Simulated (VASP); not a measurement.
Runs of VASP 6.6.1 on Be2ZnSe3. The structure is that of space group P4/mmm (No. 123), or close to it. The cells are those of the table. 

```tsv
task	cell	k mesh	cutoff (eV)	gap on the mesh (eV)	pressure (GPa)	relaxed volume (Å³/atom)	largest force (eV/Å)
single point	a = 4.489, b = 4.489, c = 7.913 Å, 6 atoms	8 × 8 × 6	520	none	0.1	-	-
relaxation of cell and atoms	relaxed from a = 4.300, b = 4.300, c = 6.414 Å, 6 atoms	4 × 4 × 4	600	none	0.0	26.61	0.02
single point	a = 4.488, b = 4.488, c = 7.915 Å, 6 atoms	4 × 4 × 4	520	none	0.1	-	-
single point	a = 4.300, b = 4.300, c = 6.414 Å, 6 atoms	4 × 4 × 4	520	none	40.2	-	(a)
relaxation of cell and atoms	relaxed from a = 4.488, b = 4.488, c = 7.915 Å, 6 atoms	8 × 8 × 6	600	none	0.0	26.60	0.01
```

Alike in all rows: level PBE; potentials or basis VASP PAW PBE potentials, release 64 (Be, Zn, Se); no spin polarisation; smearing gaussian 0.1 eV.

**Question.** Estimate the missing entries.

**Answer.** (a) 8.04.

Caveats: some runs use coarse meshes; the volume moved by over 15 % at a fixed basis, so the end points are rough (some runs); forces of over 1 eV/Å act on the atoms, so gaps and moduli don't describe the material at rest (some runs).

A k mesh can miss the band edges, and the runs leave out spin-orbit coupling on Se.

A gap of «none» marks levels without a gap at the run's occupations.
